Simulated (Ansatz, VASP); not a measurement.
**Cd: VASP beside Ansatz**

INCAR

```
SYSTEM = Cd
PREC = Accurate
ENCUT = 520
EDIFF = 1E-6
ISMEAR = -1
SIGMA = 0.1
LREAL = .False.
LASPH = .True.
NELM = 80
ALGO = Normal
ISIF = 2
LWAVE = .False.
LCHARG = .False.
GGA = PE
NBANDS = 19
```

The input KPOINTS:

```
regular mesh
0
Gamma
  13 13 13
  0 0 0
```

File POSCAR:

```
Cd
1.0
    0.0000000000      3.3402176383      3.3402176383
    3.3402176383      0.0000000000      3.3402176383
    3.3402176383      3.3402176383      0.0000000000
Cd
2
Direct
    0.1250000000      0.1250000000      0.1250000000
    0.8750000000      0.8750000000      0.8750000000
```

Input for Ansatz:

```yaml
crystal:
  lattice:
    - [0.0, 3.3402176383, 3.3402176383]
    - [3.3402176383, 0.0, 3.3402176383]
    - [3.3402176383, 3.3402176383, 0.0]
  atoms:
    - { symbol: Cd, position: [0.125, 0.125, 0.125] }
    - { symbol: Cd, position: [0.875, 0.875, 0.875] }
hamiltonian:
  xc: pbe
  pseudopotentials:
    kind: paw
    azcp:
      Cd: "pseudopotentials/Cd.paw.azcp"
basis:
  ecutwfc: 420
  fft_grid_basis: typed
kpoints:
  mp_grid: { grid: [13, 13, 13], shift: [0, 0, 0] }
magnetization:
  spin_polarized: false
scf:
  occupations: { method: fermi_dirac, width: 0.1 }
output:
  stress: true
```

Alike in both runs: task single point; functional PBE; k mesh 13 × 13 × 13; occupations fermi-dirac, width 0.1 eV; no spin polarisation.

|  | VASP | Ansatz |
| --- | --- | --- |
| version | VASP 6.6.1 | Ansatz 0.2.0 |
| potentials or method | VASP PAW PBE potentials, release 64 (Cd), cutoff 520 eV | plane waves (420 eV) with PAW, scalar-relativistic |
| valence electrons in the cell | 24 | 40 |

|  | VASP | Ansatz | Ansatz less VASP |
| --- | --- | --- | --- |
| pressure (GPa) | 0.2 | 0.1 | -0.14 |

VASP's potentials hold 24 valence electrons a cell and Ansatz's 40, so a difference there can come from the potentials and not from the codes.
